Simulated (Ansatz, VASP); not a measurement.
One calculation of PtS2, two programs

```
CELL_PARAMETERS angstrom
3.54320 0.00000 0.00000
-1.77160 3.06850 0.00000
0.00000 0.00000 5.03880
ATOMIC_POSITIONS crystal
Pt 0.00000 0.00000 0.00000
S 0.66667 0.33333 0.77300
S 0.33333 0.66667 0.22700
```

Alike in both runs: functional PBEsol; k mesh 9 × 9 × 5; occupations fermi-dirac, width 0.05 eV; non-collinear spin, spin-orbit coupling.

|  | VASP | Ansatz |
| --- | --- | --- |
| version | VASP 6.6.1 | Ansatz 0.2.0 |
| potentials or method | VASP PAW PBE potentials, release 64 (Pt, S) | Ansatz PAW |
| plane-wave cutoff (eV) | 520 | 420 |
| valence electrons in the cell | 22 | 30 |
| task | single point | band structure |

VASP gave:

| Item | Value |
| --- | --- |
| pressure (GPa) | 6.2 |
| traceless stress, the component that is largest in VASP (GPa) | -0.27 |
| rms of the force components (eV/Å) | 0.453 |
| net moment per atom (μB) | 0.00 |

Problem. Estimate Ansatz's values.

Solution. Pressure (GPa): 6.4; traceless stress, the component that is largest in VASP (GPa): -0.38; rms of the force components (eV/Å): 0.456; net moment per atom (μB): 0.00.

VASP's potentials were made for PBE, not for PBEsol. Atom by atom the forces differ by 0.003 eV/Å (rms over components). With one functional, cell and mesh, what is left measures potentials, basis and numerics. VASP's potentials hold 22 valence electrons a cell and Ansatz's 30, so a difference there can come from the potentials and not from the codes.
